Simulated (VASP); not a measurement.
# Si2C (P-3m1) in VASP: notebook, part 2 of 3

VASP 6.6.1.

### 3 Single point, PBE

This run uses another cell than the first one, of 14.40 Å³/atom, 1.335 times its volume.

Contents of INCAR:

```
SYSTEM = Si2C
PREC     = Accurate       ! precision mode
ENCUT    = 520            ! plane-wave cutoff, eV
EDIFF    = 1E-7           ! SCF threshold, eV
ISMEAR   = 0              ! smearing method
SIGMA    = 0.1            ! smearing width, eV
LREAL    = .FALSE.        ! projectors in reciprocal space
LASPH    = .TRUE.         ! aspherical terms in the spheres
NELM     = 60             ! most SCF steps
ALGO     = Normal         ! electronic algorithm
ISIF     = 2              ! what is computed and relaxed
LWAVE    = .FALSE.        ! write WAVECAR
LCHARG   = .FALSE.        ! write CHGCAR
GGA      = PE             ! functional
NBANDS   = 13             ! bands
```

Contents of KPOINTS:

```
Automatic mesh
0
G
  6 6 4
  0 0 0
```

Contents of POSCAR:

```
Si2C
1.0
    2.7309466400      0.0000000000      0.0000000000
   -1.3654733200      2.3650691600      0.0000000000
    0.0000000000      0.0000000000      6.6894257700
Si C
2 1
Direct
    0.3333333300      0.6666666700      0.6666666700
    0.6666666700      0.3333333300      0.3333333300
    0.0000000000      0.0000000000      0.0000000000
```

Potentials or basis: VASP PAW PBE potentials, release 64 (Si, C).

Launch:

```console
$ cat potpaw_PBE.64/Si/POTCAR potpaw_PBE.64/C/POTCAR > POTCAR
$ mpirun -np 1 vasp_std > vasp.out
```

OUTCAR:

```text
SYSTEM = Si2C
   PREC = Accurate
   ENCUT = 520
   EDIFF = 1E-7
   ISMEAR = 0
   LREAL = .FALSE.
   LASPH = .TRUE.
   NELM = 60
   ISIF = 2
   GGA = PE

 ion  position               nearest neighbor table
   1  0.333  0.667  0.667-   2 2.73   2 2.73   2 2.73
   2  0.667  0.333  0.333-   1 2.73   1 2.73   1 2.73
   3  0.000  0.000  0.000-

  LATTYP: Found a hexagonal cell.
 ALAT       =     2.7309466400
 C/A-ratio  =     2.4494897381

  Lattice vectors:

 A1 = (   2.7309466400,   0.0000000000,   0.0000000000)
 A2 = (  -1.3654733200,   2.3650691600,   0.0000000000)
 A3 = (   0.0000000000,   0.0000000000,   6.6894257700)

Analysis of symmetry for initial positions (statically):
=====================================================================
 Subroutine PRICEL returns:
 Original cell was already a primitive cell.

 Routine SETGRP: Setting up the symmetry group for a
 hexagonal supercell.

 Subroutine GETGRP returns: Found 12 space group operations
 (whereof 12 operations were pure point group operations)
 out of a pool of 24 trial point group operations.

The static configuration has the point symmetry D_3d.

Analysis of symmetry for dynamics (positions and initial velocities):
=====================================================================
 Subroutine PRICEL returns:
 Original cell was already a primitive cell.

 Routine SETGRP: Setting up the symmetry group for a
 hexagonal supercell.

 Subroutine GETGRP returns: Found 12 space group operations
 (whereof 12 operations were pure point group operations)
 out of a pool of 24 trial point group operations.

The dynamic configuration has the point symmetry D_3d.

 Subroutine INISYM returns: Found 12 space group operations
 (whereof 12 operations are pure point group operations),
 and found     1 'primitive' translations

[... 121 lines left out ...]
   LHFCALC =     F    Hartree Fock is set to
   AEXX    =    0.0000 exact exchange contribution
   IVDW    =     0    specifies the selected vdW correction
   LEPSILON=     F    determine dielectric tensor
   LRPA    =     F    only Hartree local field effects (RPA)
 non-spin polarized calculation
 Gauss-broadening in eV      SIGMA  =   0.10
  energy-cutoff  :      520.00
  volume of cell :       43.21
 maximum number of plane-waves:      1179
   NGX = 11   NGY = 11   NGZ = 25

 number of electron      11.9999999 magnetization

 Free energy of the ion-electron system (eV)
  ---------------------------------------------------
  ext. energy  EPLUGINS =         0.00000000
  ---------------------------------------------------
  free energy    TOTEN  =       -13.92769408 eV

  energy without entropy =      -13.91629823  energy(sigma->0) =      -13.92199616

 E-fermi :   7.1273     XC(G=0): -10.7205

 val. band max:        7.0916580581   @ k =  -0.1667   0.5000   0.2500
 cond. band min:       7.1299831274   @ k =   0.3333   0.1667   0.2500
 fundamental gap:      0.0383250693
 Fermi energy:         7.1272936053

 k-point     1 :       0.0000    0.0000    0.0000
  band No.  band energies     occupation
      1      -6.6266      2.00000
      2      -3.7371      2.00000
      3      -3.1112      2.00000
      4       5.3388      2.00000
      5       5.6031      2.00000
      6      10.6268      0.00000
      7      10.6268      0.00000
      8      14.8401      0.00000
      9      16.1980      0.00000
     10      16.1980      0.00000
     11      17.5746      0.00000
     12      17.5746      0.00000
     13      18.6972      0.00000
[... 354 lines left out ...]
  band No.  band energies     occupation
      1      -0.4449      2.00000
      2       1.9898      2.00000
      3       1.9898      2.00000
      4       2.5484      2.00000
      5       3.8562      2.00000
      6       3.8562      2.00000
      7       6.5880      2.00000
      8       7.4626      0.00000
      9       7.8450      0.00000
     10       7.8450      0.00000
     11      10.1988      0.00000
     12      10.1988      0.00000
     13      16.4316      0.00000

------------------------ aborting loop because EDIFF is reached ----------------------------------------

  FORCE on cell =-STRESS in cart. coord.  units (eV):
  Direction    XX          YY          ZZ          XY          YZ          ZX
  --------------------------------------------------------------------------------------
  -------------------------------------------------------------------------------------
  Total       -2.3489264     -2.3489264     -4.9527236      0.0000000      0.0000000      0.0000000
  in kB      -87.1031960    -87.1031955   -183.6575461      0.0000000      0.0000000      0.0000000
  external PRESSURE =    -119.2879792 kB  Pullay stress =       0.0000000 kB

 VOLUME and BASIS-vectors are now :
 -----------------------------------------------------------------------------
  energy-cutoff  :      520.00
  volume of cell :       43.21
      direct lattice vectors                 reciprocal lattice vectors
     2.730946640  0.000000000  0.000000000     0.366173394  0.211410308  0.000000000
    -1.365473320  2.365069160  0.000000000     0.000000000  0.422820616  0.000000000
     0.000000000  0.000000000  6.689425770     0.000000000  0.000000000  0.149489662

 POSITION                                       TOTAL-FORCE (eV/Angst)
 -----------------------------------------------------------------------------------
     -0.00000      1.57671      4.45962        -0.000000      0.000000      1.795016
      1.36547      0.78836      2.22981         0.000000     -0.000000     -1.795016
      0.00000      0.00000      0.00000        -0.000000      0.000000      0.000000
 -----------------------------------------------------------------------------------
    total drift:                               -0.000000     -0.000000     -0.000000

  FREE ENERGIE OF THE ION-ELECTRON SYSTEM (eV)
  ---------------------------------------------------
  free  energy   TOTEN  =       -13.9276940837 eV

  energy  without entropy=      -13.9162982274  energy(sigma->0) =      -13.92199616
```

stdout:

```text
POSCAR found type information on POSCAR SiC
 POSCAR found :  2 types and       3 ions
 scaLAPACK will be used
 LDA part: xc-table for (Slater+PW92), standard interpolation
 POSCAR, INCAR and KPOINTS ok, starting setup
 FFT: planning ... GRIDC
 FFT: planning ... GRID_SOFT
 FFT: planning ... GRID
 WAVECAR not read
 entering main loop
```

It took 7 s on 1 thread of Intel Xeon Platinum 8559C (Emerald Rapids), shared host; peak memory 0.14 GiB.

What came out:

* Free energy: -13.9277 eV
* Pressure: -11.9 GPa
* Largest force: 1.795 eV/Å
* Band gap on the k mesh: zero (band 6 reaches 10.63 eV, above the bottom of band 7 at 5.03 eV)

Forces on the atoms (eV/Å):
```
Si   0.000  0.000  1.795
Si   0.000  0.000 -1.795
C    0.000  0.000  0.000
```

Levels at points of the mesh, in eV from the Fermi level:
```tsv
k point	band 2	band 3	band 4	band 5	band 6	band 7	band 8	band 9	band 10	band 11
(0.00, 0.00, 0.00)	-10.86	-10.24	-1.79	-1.52	3.50	3.50	7.71	9.07	9.07	10.45
(0.50, 0.00, 0.00)	-7.41	-5.88	-4.40	-3.65	-3.53	1.74	1.88	3.62	3.86	4.55
(0.00, 0.00, 0.50)	-12.42	-7.73	-5.70	2.99	3.50	3.50	5.12	9.12	9.12	10.26
(0.50, 0.00, 0.50)	-7.22	-6.80	-5.18	-2.39	-0.98	-0.85	1.02	1.94	4.23	6.09
```

Caveat: the k points lie up to 0.44 Å⁻¹ apart; forces of over 1 eV/Å act on the atoms, so gaps and moduli don't describe the material at rest.

### 4 Single point, PBE, collinear spin, ferromagnetic start

Contents of INCAR:

```
PREC = Accurate
ENCUT = 520
EDIFF = 1E-6
ISMEAR = 0
SIGMA = 0.1
LREAL = F
LASPH = T
NELM = 150
ALGO = Normal
ISIF = 2
LWAVE = F
LCHARG = F
ISPIN = 2
MAGMOM = 0 0 1
LORBIT = 11
GGA = PE
NBANDS = 17
```

Contents of KPOINTS:

```
Automatic mesh
0
Gamma
  6 6 4
```

Contents of POSCAR:

```
Si2C
1.0
    2.9669886052      0.0000000000      0.0000000000
   -1.4834943026      2.5694875048      0.0000000000
    0.0000000000      0.0000000000      4.2445540262
Si C
2 1
Direct
    0.3333333333      0.6666666667      0.7247648846
    0.6666666667      0.3333333333      0.2752351154
    0.0000000000      0.0000000000      0.0000000000
```

Launch:

```console
$ cat potpaw_PBE.64/Si/POTCAR potpaw_PBE.64/C/POTCAR > POTCAR
$ mpirun -np 1 vasp_std > vasp.out
```

Run time: 10 s. Hardware: 1 thread of Intel Xeon Platinum 8559C (Emerald Rapids), shared host; peak memory 0.15 GiB.

Results (log left out):

- Free energy: -18.1939 eV
- Pressure: 0.1 GPa
- Largest force: 0.034 eV/Å
- Band gap on the k mesh: zero (filled and empty bands overlap)
- Net moment: 0.00 μB per cell
- Valence electrons inside the program's atomic spheres: Si 1.55; C 2.42

Forces in eV/Å, atoms in the order of the input:
```
Si   0.000  0.000 -0.034
Si   0.000  0.000  0.034
C    0.000  0.000  0.000
```

Stress tensor (GPa, compression positive):
```
0.14 0.00 0.00
0.00 0.14 0.00
0.00 0.00 0.05
```

Levels at points of the mesh, in eV from the Fermi level:
Spin up:
| k point | band 3 | band 4 | band 5 | band 6 | band 7 | band 8 | band 9 | band 10 |
| --- | --- | --- | --- | --- | --- | --- | --- | --- |
| (0.00, 0.00, 0.00) | -9.24 | -1.87 | -1.87 | 3.73 | 3.73 | 4.49 | 6.31 | 8.27 |
| (0.50, 0.00, 0.00) | -5.77 | -4.57 | -4.28 | -4.19 | -2.07 | 1.32 | 4.12 | 5.96 |
| (0.00, 0.00, 0.50) | -2.52 | -1.72 | -1.72 | 1.34 | 5.04 | 5.22 | 5.22 | 5.58 |
| (0.50, 0.00, 0.50) | -8.52 | -8.16 | -3.94 | -0.22 | 0.96 | 1.44 | 5.73 | 5.90 |
Spin down:
| k point | band 3 | band 4 | band 5 | band 6 | band 7 | band 8 | band 9 | band 10 |
| --- | --- | --- | --- | --- | --- | --- | --- | --- |
| (0.00, 0.00, 0.00) | -9.24 | -1.87 | -1.87 | 3.73 | 3.73 | 4.49 | 6.31 | 8.27 |
| (0.50, 0.00, 0.00) | -5.77 | -4.57 | -4.28 | -4.19 | -2.07 | 1.32 | 4.12 | 5.96 |
| (0.00, 0.00, 0.50) | -2.52 | -1.72 | -1.72 | 1.34 | 5.04 | 5.22 | 5.22 | 5.58 |
| (0.50, 0.00, 0.50) | -8.52 | -8.16 | -3.94 | -0.22 | 0.96 | 1.44 | 5.73 | 5.90 |

Caveat: the k points lie up to 0.41 Å⁻¹ apart.

[end of part 2 of 3]
